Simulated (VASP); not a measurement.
# PrWS4 (P4/mmm) in VASP: further runs, part 2 of 2

VASP 6.6.1.

## 3. Single point, PBE, collinear spin

This run uses another cell than the first one, of 21.27 Å³/atom.

File INCAR:

```
PREC = Accurate
ENCUT = 500
EDIFF = 1E-6
ISMEAR = 0
SIGMA = 0.1
LREAL = F
LASPH = T
NELM = 200
ALGO = Normal
ISIF = 2
LWAVE = F
LCHARG = F
ISPIN = 2
MAGMOM = 0 0.88 0 0 0 0
LORBIT = 11
LMAXMIX = 6
GGA = PE
NBANDS = 38
GGA_COMPAT = F
```

File KPOINTS:

```
regular mesh
0
Gamma
  8 8 6
```

File POSCAR:

```
PrWS4
1.0
    4.3803037493      0.0000000000      0.0000000000
    0.0000000000      4.3803037493      0.0000000000
    0.0000000000      0.0000000000      6.6517958428
Pr W S
1 1 4
Direct
    0.0000000000      0.0000000000      0.0000000000
    0.5000000000      0.5000000000      0.5000000000
    0.0000000000      0.5000000000      0.7118877571
    0.5000000000      0.0000000000      0.7118877571
    0.0000000000      0.5000000000      0.2881122429
    0.5000000000      0.0000000000      0.2881122429
```

Potentials or basis: VASP PAW PBE potentials, release 64 (Pr_3, W_sv, S), 4f in core.

Started as:

```console
cat potpaw_PBE.64/Pr_3/POTCAR potpaw_PBE.64/W_sv/POTCAR potpaw_PBE.64/S/POTCAR > POTCAR
mpirun -np 1 vasp_std > vasp.out
```

OUTCAR:

```text
PREC = Accurate
   ENCUT = 500
   EDIFF = 1E-6
   ISMEAR = 0
   LREAL = F
   LASPH = T
   NELM = 200
   ISIF = 2
   ISPIN = 2
   LORBIT = 11
   GGA = PE

 ion  position               nearest neighbor table
   1  0.000  0.000  0.000-   3 2.91   4 2.91   5 2.91   6 2.91   3 2.91   5 2.91   4 2.91   6 2.91

   2  0.500  0.500  0.500-   3 2.60   4 2.60   5 2.60   6 2.60   4 2.60   6 2.60   3 2.60   5 2.60

   3  0.000  0.500  0.712-   2 2.60   2 2.60   1 2.91   1 2.91
   4  0.500  0.000  0.712-   2 2.60   2 2.60   1 2.91   1 2.91
   5  0.000  0.500  0.288-   2 2.60   2 2.60   1 2.91   1 2.91
   6  0.500  0.000  0.288-   2 2.60   2 2.60   1 2.91   1 2.91

  LATTYP: Found a simple tetragonal cell.
 ALAT       =     4.3803037493
 C/A-ratio  =     1.5185695384

  Lattice vectors:

 A1 = (   4.3803037493,   0.0000000000,   0.0000000000)
 A2 = (   0.0000000000,   4.3803037493,   0.0000000000)
 A3 = (   0.0000000000,   0.0000000000,   6.6517958428)

Analysis of symmetry for initial positions (statically):
=====================================================================
 Subroutine PRICEL returns:
 Original cell was already a primitive cell.

 Routine SETGRP: Setting up the symmetry group for a
 simple tetragonal supercell.

 Subroutine GETGRP returns: Found 16 space group operations
 (whereof 16 operations were pure point group operations)
 out of a pool of 16 trial point group operations.

The static configuration has the point symmetry D_4h.

Analysis of symmetry for dynamics (positions and initial velocities):
=====================================================================
 Subroutine PRICEL returns:
 Original cell was already a primitive cell.

 Routine SETGRP: Setting up the symmetry group for a
 simple tetragonal supercell.

 Subroutine GETGRP returns: Found 16 space group operations
 (whereof 16 operations were pure point group operations)
 out of a pool of 16 trial point group operations.

The dynamic configuration has the point symmetry D_4h.

Analysis of structural, dynamic, and magnetic symmetry:
=====================================================================
 Subroutine PRICEL returns:
 Original cell was already a primitive cell.

 Routine SETGRP: Setting up the symmetry group for a
 simple tetragonal supercell.

 Subroutine GETGRP returns: Found 16 space group operations
 (whereof 16 operations were pure point group operations)
 out of a pool of 16 trial point group operations.

The overall configuration has the point symmetry D_4h.

 Subroutine INISYM returns: Found 16 space group operations
 (whereof 16 operations are pure point group operations),
 and found     1 'primitive' translations

----------------------------------------------------------------------------------------

                                     Primitive cell

  volume of cell :     127.6284

  direct lattice vectors                    reciprocal lattice vectors
     4.380303749  0.000000000  0.000000000     0.228294670  0.000000000  0.000000000
     0.000000000  4.380303749  0.000000000     0.000000000  0.228294670  0.000000000
     0.000000000  0.000000000  6.651795843     0.000000000  0.000000000  0.150335342

  length of vectors
     4.380303749  4.380303749  6.651795843     0.228294670  0.228294670  0.150335342
[... 95 lines left out ...]
   ISIF   =      2    stress and relaxation
   ISYM   =      2    0-nonsym 1-usesym 2-fastsym
   POTIM  = 0.5000    time-step for ionic-motion
   TEBEG  =    0.0;   TEEND  =   0.0 temperature during run
   PSTRESS=    0.0 pullay stress
   NELECT =      49.0000    total number of electrons
   NUPDOWN=      -1.0000    fix difference up-down
   EMIN   =  10.00;   EMAX   =-10.00  energy-range for DOS
   EFERMI =   0.00;   METHOD = LEGACY
   ISMEAR =     0;   SIGMA  =   0.10  broadening in eV -4-tet -1-fermi 0-gaus
   EFERMI_NEDOS =   21; number of points for ismear=-14 and -15
   IALGO  =     38    algorithm
   IMIX   =      4    mixing-type and parameters
     AMIX     =   0.40;   BMIX     =  1.00
     AMIX_MAG =   1.60;   BMIX_MAG =  1.00
  volume/ion in A,a.u.               =      21.27       143.55
  Fermi-wavevector in a.u.,A,eV,Ry     =   1.189847  2.248485 19.262252  1.415736
  Thomas-Fermi vector in A             =   2.325945
   LORBIT       =     11    0 simple, 1 ext, 2 COOP (PROOUT), +10 PAW based schemes
   GGA     = PE    functional components
   LHFCALC =     F    Hartree Fock is set to
   AEXX    =    0.0000 exact exchange contribution
   IVDW    =     0    specifies the selected vdW correction
   LEPSILON=     F    determine dielectric tensor
   LRPA    =     F    only Hartree local field effects (RPA)
 spin polarized calculation
 Gauss-broadening in eV      SIGMA  =   0.10
  energy-cutoff  :      500.00
  volume of cell :      127.63
 maximum number of plane-waves:      3276
 NGX is ok and might be reduce to    32
   NGX = 15   NGY = 15   NGZ = 25

 number of electron      48.9999994 magnetization       1.3039324

 Free energy of the ion-electron system (eV)
  ---------------------------------------------------
  ext. energy  EPLUGINS =         0.00000000
  ---------------------------------------------------
  free energy    TOTEN  =       -38.08897996 eV

  energy without entropy =      -38.07308811  energy(sigma->0) =      -38.08103403

 E-fermi :   5.5100     XC(G=0): -10.1551

 val. band max:        5.5074784559   @ k =   0.3750   0.3750   0.5000
 cond. band min:       5.5154547108   @ k =   0.2500   0.2500   0.3333
 fundamental gap:      0.0079762549
 Fermi energy:         5.5100298792

 spin component 1

 k-point     1 :       0.0000    0.0000    0.0000
  band No.  band energies     occupation
      1     -69.7938      1.00000
      2     -34.0000      1.00000
      3     -34.0000      1.00000
      4     -33.9320      1.00000
      5     -30.5639      1.00000
      6     -12.7359      1.00000
[... 925 lines left out ...]
     35      11.6168      0.00000
     36      11.7857      0.00000

 [... further k-points ...]

 spin component 2

 k-point     1 :       0.0000    0.0000    0.0000
  band No.  band energies     occupation
      1     -69.2891      1.00000
      2     -33.3808      1.00000
      3     -33.3808      1.00000
      4     -33.1219      1.00000
      5     -30.5543      1.00000
      6     -12.7130      1.00000
[... 925 lines left out ...]
     35      11.7098      0.00000
     36      12.0929      0.00000

 [... further k-points ...]

 [bands above 36 left out]

------------------------ aborting loop because EDIFF is reached ----------------------------------------

  FORCE on cell =-STRESS in cart. coord.  units (eV):
  Direction    XX          YY          ZZ          XY          YZ          ZX
  --------------------------------------------------------------------------------------
  -------------------------------------------------------------------------------------
  Total       -0.1390473     -0.1390473     -0.1697096      0.0000000     -0.0000000      0.0000000
  in kB       -1.7455243     -1.7455243     -2.1304415      0.0000000     -0.0000000      0.0000000
  external PRESSURE =      -1.8738300 kB  Pullay stress =       0.0000000 kB

 VOLUME and BASIS-vectors are now :
 -----------------------------------------------------------------------------
  energy-cutoff  :      500.00
  volume of cell :      127.63
      direct lattice vectors                 reciprocal lattice vectors
     4.380303749  0.000000000  0.000000000     0.228294670  0.000000000  0.000000000
     0.000000000  4.380303749  0.000000000     0.000000000  0.228294670  0.000000000
     0.000000000  0.000000000  6.651795843     0.000000000  0.000000000  0.150335342

 POSITION                                       TOTAL-FORCE (eV/Angst)
 -----------------------------------------------------------------------------------
      0.00000      0.00000      0.00000         0.000000     -0.000000     -0.000000
      2.19015      2.19015      3.32590         0.000000     -0.000000     -0.000000
      0.00000      2.19015      4.73533         0.000000     -0.000000      0.019122
      2.19015      0.00000      4.73533        -0.000000      0.000000      0.019122
      0.00000      2.19015      1.91646        -0.000000     -0.000000     -0.019122
      2.19015      0.00000      1.91646         0.000000      0.000000     -0.019122
 -----------------------------------------------------------------------------------
    total drift:                                0.000000      0.000000     -0.000000

  FREE ENERGIE OF THE ION-ELECTRON SYSTEM (eV)
  ---------------------------------------------------
  free  energy   TOTEN  =       -38.0889799566 eV

  energy  without entropy=      -38.0730881102  energy(sigma->0) =      -38.08103403

 total charge

# of ion       s       p       d       tot
------------------------------------------
    1        2.069   5.808   0.763   8.641
    2        2.290   6.210   3.106  11.606
    3        1.350   2.365   0.000   3.715
    4        1.350   2.365   0.000   3.715
    5        1.350   2.365   0.000   3.715
    6        1.350   2.365   0.000   3.715
--------------------------------------------------
tot          9.758  21.480   3.870  35.107

 magnetization (x)

# of ion       s       p       d       tot
------------------------------------------
    1        0.004   0.001   0.015   0.020
    2        0.026   0.020   1.024   1.070
    3       -0.001  -0.021   0.000  -0.021
    4       -0.001  -0.021   0.000  -0.021
    5       -0.001  -0.021   0.000  -0.021
    6       -0.001  -0.021   0.000  -0.021
--------------------------------------------------
tot          0.027  -0.061   1.038   1.004
```

Run time: 9.1 min. Hardware: 1 thread of Intel Xeon Platinum 8259CL at 2.50GHz (Skylake/Cascade Lake), shared host; peak memory 0.54 GiB.

What came out:

```
Free energy                                           : -38.0890 eV
Pressure                                              : -0.2 GPa
Largest force                                         : 0.019 eV/Å
Net moment                                            : 1.30 μB per cell
Site moments                                          : Pr +0.02; W +1.07; S -0.02 μB
Valence electrons inside the program's atomic spheres : Pr 8.64; W 11.61; S 3.71
```

Forces in eV/Å, atoms in the order of the input:
```
Pr   0.000  0.000  0.000
W    0.000  0.000  0.000
S    0.000  0.000  0.019
S    0.000  0.000  0.019
S    0.000  0.000 -0.019
S    0.000  0.000 -0.019
```

Caveat: the magnetic or orbital state may not be the lowest; spin-orbit coupling is left out, which moves the levels of the heavy elements; the 4f electrons are frozen in the core, so they carry no moment and show no levels. With open d or f shells a metallic result of PBE can be an artefact of self-interaction; +U or a hybrid may open a gap.
